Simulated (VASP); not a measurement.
# YS2 (Fd-3m) in VASP: a series of runs

YS2 is run at these levels: PBE; tasks: single point.

Program: VASP 6.6.1. These are calculated values, not measurements. Logs are shortened: lines on timing, memory, paths and dates and some standing lists are left out, and cuts for length are marked.

## 1. The cell of the first run

The structure is cubic, space group Fd-3m (No. 227). Conventional cell: a = 7.829 Å, b = 7.829 Å, c = 7.829 Å, α = 90.00°, β = 90.00°, γ = 90.00°. Within 4.3 Å of Y (site symmetry -43m) lie 12 S at 3.25 Å and 4 Y at 3.39 Å. Within 3.6 Å of S (site symmetry -3m) lie 6 S at 2.77 Å and 6 Y at 3.25 Å.

## 2. Single point, PBE

The input, INCAR:

```
ALGO     = Normal         # electronic algorithm
EDIFF    = 1E-6           # SCF threshold, eV
ENCUT    = 500            # plane-wave cutoff, eV
GGA      = PE             # functional
GGA_COMPAT= False        
ISIF     = 2              # what is computed and relaxed
ISMEAR   = -1             # smearing method
LASPH    = True           # aspherical terms in the spheres
LCHARG   = False          # write CHGCAR
LREAL    = False          # projectors in reciprocal space
LWAVE    = False          # write WAVECAR
NBANDS   = 32             # bands
NELM     = 120            # most SCF steps
PREC     = Accurate       # precision mode
SIGMA    = 0.1            # smearing width, eV
```

The input, KPOINTS:

```
k-points
0
Gamma
  4 4 4
```

The input, POSCAR:

```
YS2
1.0
    0.0000000000      3.9147170000      3.9147170000
    3.9147170000      0.0000000000      3.9147170000
    3.9147170000      3.9147170000      0.0000000000
Y S
2 4
Direct
    0.5000000000      0.5000000000      0.5000000000
    0.7500000000      0.7500000000      0.7500000000
    0.1250000000      0.1250000000      0.1250000000
    0.6250000000      0.1250000000      0.1250000000
    0.1250000000      0.6250000000      0.1250000000
    0.1250000000      0.1250000000      0.6250000000
```

Potentials or basis: VASP PAW PBE potentials, release 64 (Y_sv, S).

On the command line:

```console
$ cat potpaw_PBE.64/Y_sv/POTCAR potpaw_PBE.64/S/POTCAR > POTCAR
$ mpirun -np 1 vasp_std > vasp.out
```

OUTCAR:

```text
EDIFF = 1E-6
   ENCUT = 500
   GGA = PE
   ISIF = 2
   ISMEAR = -1
   LASPH = True
   LREAL = False
   NELM = 120
   PREC = Accurate

 ion  position               nearest neighbor table
   1  0.500  0.500  0.500-   3 3.25   6 3.25   3 3.25   6 3.25   4 3.25   5 3.25   4 3.25   5 3.25
                             5 3.25   3 3.25   4 3.25   6 3.25   2 3.39   2 3.39   2 3.39   2 3.39
   2  0.750  0.750  0.750-   4 3.25   5 3.25   4 3.25   5 3.25   3 3.25   6 3.25   3 3.25   6 3.25
                             3 3.25   6 3.25   5 3.25   4 3.25   1 3.39   1 3.39   1 3.39   1 3.39
   3  0.125  0.125  0.125-   4 2.77   5 2.77   6 2.77   6 2.77   5 2.77   4 2.77   1 3.25   2 3.25
                             1 3.25   2 3.25   1 3.25   2 3.25
   4  0.625  0.125  0.125-   3 2.77   6 2.77   5 2.77   3 2.77   5 2.77   6 2.77   2 3.25   2 3.25
                             1 3.25   1 3.25   2 3.25   1 3.25
   5  0.125  0.625  0.125-   3 2.77   6 2.77   3 2.77   4 2.77   6 2.77   4 2.77   2 3.25   2 3.25
                             1 3.25   1 3.25   1 3.25   2 3.25
   6  0.125  0.125  0.625-   3 2.77   3 2.77   4 2.77   5 2.77   5 2.77   4 2.77   1 3.25   2 3.25
                             1 3.25   2 3.25   1 3.25   2 3.25

  LATTYP: Found a face centered cubic cell.
 ALAT       =     7.8294340000

  Lattice vectors:

 A1 = (   0.0000000000,   3.9147170000,   3.9147170000)
 A2 = (   3.9147170000,   0.0000000000,   3.9147170000)
 A3 = (   3.9147170000,   3.9147170000,   0.0000000000)

Analysis of symmetry for initial positions (statically):
=====================================================================
 Subroutine PRICEL returns:
 Original cell was already a primitive cell.

 Routine SETGRP: Setting up the symmetry group for a
 face centered cubic supercell.

 Subroutine GETGRP returns: Found 48 space group operations
 (whereof 24 operations were pure point group operations)
 out of a pool of 48 trial point group operations.

The static configuration has the point symmetry T_d .
 The point group associated with its full space group is O_h .

Analysis of symmetry for dynamics (positions and initial velocities):
=====================================================================
 Subroutine PRICEL returns:
 Original cell was already a primitive cell.

 Routine SETGRP: Setting up the symmetry group for a
 face centered cubic supercell.

 Subroutine GETGRP returns: Found 48 space group operations
 (whereof 24 operations were pure point group operations)
 out of a pool of 48 trial point group operations.

The dynamic configuration has the point symmetry T_d .
 The point group associated with its full space group is O_h .

 Subroutine INISYM returns: Found 48 space group operations
[... 94 lines left out ...]
   ISIF   =      2    stress and relaxation
   ISYM   =      2    0-nonsym 1-usesym 2-fastsym
   POTIM  = 0.5000    time-step for ionic-motion
   TEBEG  =    0.0;   TEEND  =   0.0 temperature during run
   PSTRESS=    0.0 pullay stress
   NELECT =      46.0000    total number of electrons
   NUPDOWN=      -1.0000    fix difference up-down
   EMIN   =  10.00;   EMAX   =-10.00  energy-range for DOS
   EFERMI =   0.00;   METHOD = LEGACY
   ISMEAR =    -1;   SIGMA  =   0.10  broadening in eV -4-tet -1-fermi 0-gaus
   EFERMI_NEDOS =   21; number of points for ismear=-14 and -15
   IALGO  =     38    algorithm
   IMIX   =      4    mixing-type and parameters
     AMIX     =   0.40;   BMIX     =  1.00
     AMIX_MAG =   1.60;   BMIX_MAG =  1.00
  volume/ion in A,a.u.               =      20.00       134.95
  Fermi-wavevector in a.u.,A,eV,Ry     =   1.189279  2.247411 19.243869  1.414384
  Thomas-Fermi vector in A             =   2.325390
   LORBIT       =      0    0 simple, 1 ext, 2 COOP (PROOUT), +10 PAW based schemes
   GGA     = PE    functional components
   LHFCALC =     F    Hartree Fock is set to
   AEXX    =    0.0000 exact exchange contribution
   IVDW    =     0    specifies the selected vdW correction
   LEPSILON=     F    determine dielectric tensor
   LRPA    =     F    only Hartree local field effects (RPA)
 non-spin polarized calculation
  energy-cutoff  :      500.00
  volume of cell :      119.99
 maximum number of plane-waves:      3071
   NGX = 21   NGY = 21   NGZ = 21

 number of electron      45.9999995 magnetization

 Free energy of the ion-electron system (eV)
  ---------------------------------------------------
  ext. energy  EPLUGINS =         0.00000000
  ---------------------------------------------------
  free energy    TOTEN  =       -29.92905023 eV

  energy without entropy =      -29.71813716  energy(sigma->0) =      -29.82359369

 E-fermi :   6.6004     XC(G=0): -10.5436

 val. band max:        6.5948409702   @ k =   0.5000   0.5000   0.0000
 cond. band min:       6.6193333926   @ k =   0.5000   0.2500   0.0000
 fundamental gap:      0.0244924225
 Fermi energy:         6.6003547027

 k-point     1 :       0.0000    0.0000    0.0000
  band No.  band energies     occupation
      1     -37.1872      2.00000
      2     -37.1032      2.00000
      3     -17.2494      2.00000
      4     -17.2494      2.00000
      5     -17.2494      2.00000
      6     -17.0050      2.00000
[... 269 lines left out ...]
     31       9.5201      0.00000
     32       9.5201      0.00000

------------------------ aborting loop because EDIFF is reached ----------------------------------------

  FORCE on cell =-STRESS in cart. coord.  units (eV):
  Direction    XX          YY          ZZ          XY          YZ          ZX
  --------------------------------------------------------------------------------------
  -------------------------------------------------------------------------------------
  Total       -0.3653246     -0.3653246     -0.3653246      0.0000000      0.0000000      0.0000000
  in kB       -4.8781860     -4.8781860     -4.8781860      0.0000000      0.0000000      0.0000000
  external PRESSURE =      -4.8781860 kB  Pullay stress =       0.0000000 kB

 VOLUME and BASIS-vectors are now :
 -----------------------------------------------------------------------------
  energy-cutoff  :      500.00
  volume of cell :      119.99
      direct lattice vectors                 reciprocal lattice vectors
     0.000000000  3.914717000  3.914717000    -0.127723153  0.127723153  0.127723153
     3.914717000  0.000000000  3.914717000     0.127723153 -0.127723153  0.127723153
     3.914717000  3.914717000  0.000000000     0.127723153  0.127723153 -0.127723153

 POSITION                                       TOTAL-FORCE (eV/Angst)
 -----------------------------------------------------------------------------------
      3.91472      3.91472      3.91472        -0.000000      0.000000     -0.000000
      5.87208      5.87208      5.87208         0.000000     -0.000000      0.000000
      0.97868      0.97868      0.97868        -0.000000      0.000000     -0.000000
      0.97868      2.93604      2.93604        -0.000000      0.000000     -0.000000
      2.93604      0.97868      2.93604        -0.000000      0.000000     -0.000000
      2.93604      2.93604      0.97868        -0.000000      0.000000     -0.000000
 -----------------------------------------------------------------------------------
    total drift:                               -0.000000     -0.000000      0.000000

  FREE ENERGIE OF THE ION-ELECTRON SYSTEM (eV)
  ---------------------------------------------------
  free  energy   TOTEN  =       -29.9290502274 eV

  energy  without entropy=      -29.7181371608  energy(sigma->0) =      -29.82359369
```

OSZICAR:

```text
N       E                     dE             d eps       ncg     rms          rms(c)
DAV:   1     0.248303851238E+03    0.24830E+03   -0.21355E+04   512   0.132E+03
DAV:   2    -0.968593133396E+01   -0.25799E+03   -0.24496E+03   632   0.296E+02
DAV:   3    -0.320862085645E+02   -0.22400E+02   -0.21534E+02   824   0.648E+01
DAV:   4    -0.330777977171E+02   -0.99159E+00   -0.98394E+00   752   0.124E+01
DAV:   5    -0.331006866353E+02   -0.22889E-01   -0.22880E-01   736   0.173E+00    0.232E+01
DAV:   6    -0.307401645913E+02    0.23605E+01   -0.11475E+01   624   0.104E+01    0.276E+01
DAV:   7    -0.299818794660E+02    0.75829E+00   -0.29556E+00   688   0.490E+00    0.162E+01
DAV:   8    -0.300470512605E+02   -0.65172E-01   -0.66090E-01   616   0.330E+00    0.337E+00
DAV:   9    -0.299317443245E+02    0.11531E+00   -0.35356E-01   656   0.188E+00    0.549E-01
DAV:  10    -0.299295902542E+02    0.21541E-02   -0.25766E-02   640   0.613E-01    0.299E-01
DAV:  11    -0.299292154082E+02    0.37485E-03   -0.10548E-03   728   0.127E-01    0.183E-01
DAV:  12    -0.299290493224E+02    0.16609E-03   -0.57589E-04   680   0.763E-02    0.676E-02
DAV:  13    -0.299290495034E+02   -0.18100E-06   -0.41892E-05   656   0.262E-02    0.333E-02
DAV:  14    -0.299290520572E+02   -0.25538E-05   -0.70226E-06   584   0.865E-03    0.178E-02
DAV:  15    -0.299290503165E+02    0.17406E-05   -0.81566E-06   584   0.803E-03    0.335E-03
DAV:  16    -0.299290502274E+02    0.89138E-07   -0.41369E-07   400   0.276E-03
   1 F= -.29929050E+02 E0= -.29823594E+02  d E =-.210913E+00
```

Wall time 70 s (1 thread of Intel Xeon 8259CL, shared host); peak memory 0.25 GiB.

Results:

- Free energy: -29.9291 eV
- Pressure: -0.5 GPa
- Band gap on the k mesh: zero (bands 23 and 24 overlap by 0.61 eV)

## 3. Single point, PBE

The input, INCAR:

```
SYSTEM = YS2
PREC     = Accurate       ! precision mode
ENCUT    = 500            ! plane-wave cutoff, eV
EDIFF    = 1E-6           ! SCF threshold, eV
ISMEAR   = -1             ! smearing method
SIGMA    = 0.1            ! smearing width, eV
LREAL    = .FALSE.        ! projectors in reciprocal space
LASPH    = .TRUE.         ! aspherical terms in the spheres
NELM     = 120            ! most SCF steps
ALGO     = Normal         ! electronic algorithm
ISIF     = 2              ! what is computed and relaxed
LWAVE    = .FALSE.        ! write WAVECAR
LCHARG   = .TRUE.         ! write CHGCAR
GGA      = PE             ! functional
LELF     = .TRUE.         ! ELF
LVHAR    = .TRUE.       
NBANDS   = 32             ! bands
GGA_COMPAT= .FALSE.
```

The input, KPOINTS:

```
Automatic mesh
0
G
  4 4 4
  0 0 0
```

POSCAR is that of step 2.

Potentials or basis: VASP PAW PBE potentials, release 64 (Y_sv, S).

On the command line:

```console
$ cat potpaw_PBE.64/Y_sv/POTCAR potpaw_PBE.64/S/POTCAR > POTCAR
$ mpirun -np 1 vasp_std > vasp.out
```

OUTCAR:

```text
SYSTEM = YS2
   PREC = Accurate
   ENCUT = 500
   EDIFF = 1E-6
   ISMEAR = -1
   LREAL = .FALSE.
   LASPH = .TRUE.
   NELM = 120
   ISIF = 2
   GGA = PE

 ion  position               nearest neighbor table
   1  0.500  0.500  0.500-   3 3.25   6 3.25   3 3.25   6 3.25   4 3.25   5 3.25   4 3.25   5 3.25
                             5 3.25   3 3.25   4 3.25   6 3.25   2 3.39   2 3.39   2 3.39   2 3.39
   2  0.750  0.750  0.750-   4 3.25   5 3.25   4 3.25   5 3.25   3 3.25   6 3.25   3 3.25   6 3.25
                             3 3.25   6 3.25   5 3.25   4 3.25   1 3.39   1 3.39   1 3.39   1 3.39
   3  0.125  0.125  0.125-   4 2.77   5 2.77   6 2.77   6 2.77   5 2.77   4 2.77   1 3.25   2 3.25
                             1 3.25   2 3.25   1 3.25   2 3.25
   4  0.625  0.125  0.125-   3 2.77   6 2.77   5 2.77   3 2.77   5 2.77   6 2.77   2 3.25   2 3.25
                             1 3.25   1 3.25   2 3.25   1 3.25
   5  0.125  0.625  0.125-   3 2.77   6 2.77   3 2.77   4 2.77   6 2.77   4 2.77   2 3.25   2 3.25
                             1 3.25   1 3.25   1 3.25   2 3.25
   6  0.125  0.125  0.625-   3 2.77   3 2.77   4 2.77   5 2.77   5 2.77   4 2.77   1 3.25   2 3.25
                             1 3.25   2 3.25   1 3.25   2 3.25

  LATTYP: Found a face centered cubic cell.
 ALAT       =     7.8294340000

  Lattice vectors:

 A1 = (   0.0000000000,   3.9147170000,   3.9147170000)
 A2 = (   3.9147170000,   0.0000000000,   3.9147170000)
 A3 = (   3.9147170000,   3.9147170000,   0.0000000000)

Analysis of symmetry for initial positions (statically):
=====================================================================
 Subroutine PRICEL returns:
 Original cell was already a primitive cell.

 Routine SETGRP: Setting up the symmetry group for a
 face centered cubic supercell.

 Subroutine GETGRP returns: Found 48 space group operations
 (whereof 24 operations were pure point group operations)
 out of a pool of 48 trial point group operations.

The static configuration has the point symmetry T_d .
 The point group associated with its full space group is O_h .

Analysis of symmetry for dynamics (positions and initial velocities):
[... 128 lines left out ...]
   GGA     = PE    functional components
   LHFCALC =     F    Hartree Fock is set to
   AEXX    =    0.0000 exact exchange contribution
   IVDW    =     0    specifies the selected vdW correction
   LEPSILON=     F    determine dielectric tensor
   LRPA    =     F    only Hartree local field effects (RPA)
 non-spin polarized calculation
  energy-cutoff  :      500.00
  volume of cell :      119.99
 maximum number of plane-waves:      3071
   NGX = 21   NGY = 21   NGZ = 21

 number of electron      45.9999995 magnetization

 Free energy of the ion-electron system (eV)
  ---------------------------------------------------
  ext. energy  EPLUGINS =         0.00000000
  ---------------------------------------------------
  free energy    TOTEN  =       -29.92905023 eV

  energy without entropy =      -29.71813716  energy(sigma->0) =      -29.82359369

 E-fermi :   6.6004     XC(G=0): -10.5436

 val. band max:        6.5948409702   @ k =   0.5000   0.5000   0.0000
 cond. band min:       6.6193333926   @ k =   0.5000   0.2500   0.0000
 fundamental gap:      0.0244924225
 Fermi energy:         6.6003547027

 k-point     1 :       0.0000    0.0000    0.0000
  band No.  band energies     occupation
      1     -37.1872      2.00000
      2     -37.1032      2.00000
      3     -17.2494      2.00000
      4     -17.2494      2.00000
      5     -17.2494      2.00000
      6     -17.0050      2.00000
[... 269 lines left out ...]
     31       9.5201      0.00000
     32       9.5201      0.00000

------------------------ aborting loop because EDIFF is reached ----------------------------------------

  FORCE on cell =-STRESS in cart. coord.  units (eV):
  Direction    XX          YY          ZZ          XY          YZ          ZX
  --------------------------------------------------------------------------------------
  -------------------------------------------------------------------------------------
  Total       -0.3653246     -0.3653246     -0.3653246      0.0000000      0.0000000      0.0000000
  in kB       -4.8781860     -4.8781860     -4.8781860      0.0000000      0.0000000      0.0000000
  external PRESSURE =      -4.8781860 kB  Pullay stress =       0.0000000 kB

 VOLUME and BASIS-vectors are now :
 -----------------------------------------------------------------------------
  energy-cutoff  :      500.00
  volume of cell :      119.99
      direct lattice vectors                 reciprocal lattice vectors
     0.000000000  3.914717000  3.914717000    -0.127723153  0.127723153  0.127723153
     3.914717000  0.000000000  3.914717000     0.127723153 -0.127723153  0.127723153
     3.914717000  3.914717000  0.000000000     0.127723153  0.127723153 -0.127723153

 POSITION                                       TOTAL-FORCE (eV/Angst)
 -----------------------------------------------------------------------------------
      3.91472      3.91472      3.91472        -0.000000      0.000000     -0.000000
      5.87208      5.87208      5.87208         0.000000     -0.000000      0.000000
      0.97868      0.97868      0.97868        -0.000000      0.000000     -0.000000
      0.97868      2.93604      2.93604        -0.000000      0.000000     -0.000000
      2.93604      0.97868      2.93604        -0.000000      0.000000     -0.000000
      2.93604      2.93604      0.97868        -0.000000      0.000000     -0.000000
 -----------------------------------------------------------------------------------
    total drift:                               -0.000000     -0.000000      0.000000

  FREE ENERGIE OF THE ION-ELECTRON SYSTEM (eV)
  ---------------------------------------------------
  free  energy   TOTEN  =       -29.9290502274 eV

  energy  without entropy=      -29.7181371608  energy(sigma->0) =      -29.82359369
```

Run time: 83 s. Hardware: 1 thread of Intel Xeon 8259CL, shared host; peak memory 0.25 GiB.

Results:

```yaml
Free_energy: -29.9291 eV
Pressure: -0.5 GPa
Band_gap_on_the_k_mesh: zero (bands 23 and 24 overlap by 0.61 eV)
```

The gap in the log of VASP goes by the Fermi energy; the results here count the filled bands.